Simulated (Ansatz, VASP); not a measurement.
**One calculation of K2ZrO2, two programs**

```
K Zr O
1.0
     3.93137    0.00000    0.00000
    -1.96568    3.40467    0.00000
     0.00000    0.00000   11.80205
K Zr O
2 1 2
Direct
  0.33333 0.66667 0.26227
  0.66667 0.33333 0.73773
  0.00000 0.00000 0.00000
  0.00000 0.00000 0.16549
  0.00000 0.00000 0.83451
```

Change from the starting cell: species swapped into the Rb2PtC2 type (P-3m1, No. 164).

Alike in both runs: functional PBE; k mesh 12 × 12 × 4; occupations gaussian, width 0.1 eV; no spin polarisation.

Ansatz relaxed the structure, and its values are those at the end. VASP's run is a single point on that final structure, the one shown.

|  | VASP | Ansatz |
| --- | --- | --- |
| version | VASP 6.6.1 | Ansatz 0.2.0 |
| potentials or method | VASP PAW PBE potentials, release 64 (K_sv, Zr_sv, O), cutoff 520 eV | scalar-relativistic, plane waves, PAW |
| valence electrons in the cell | 42 | 42 |

|  | VASP | Ansatz | Ansatz less VASP |
| --- | --- | --- | --- |
| gap on the k mesh at the Fermi level (eV) | none | none | - |
| pressure (GPa) | 0.2 | 0.0 | -0.15 |
| rms of the force components (eV/Å) | 0.024 | 0.000 | -0.0238 |

A gap of «none» marks a metal or a gap that the smearing closes.
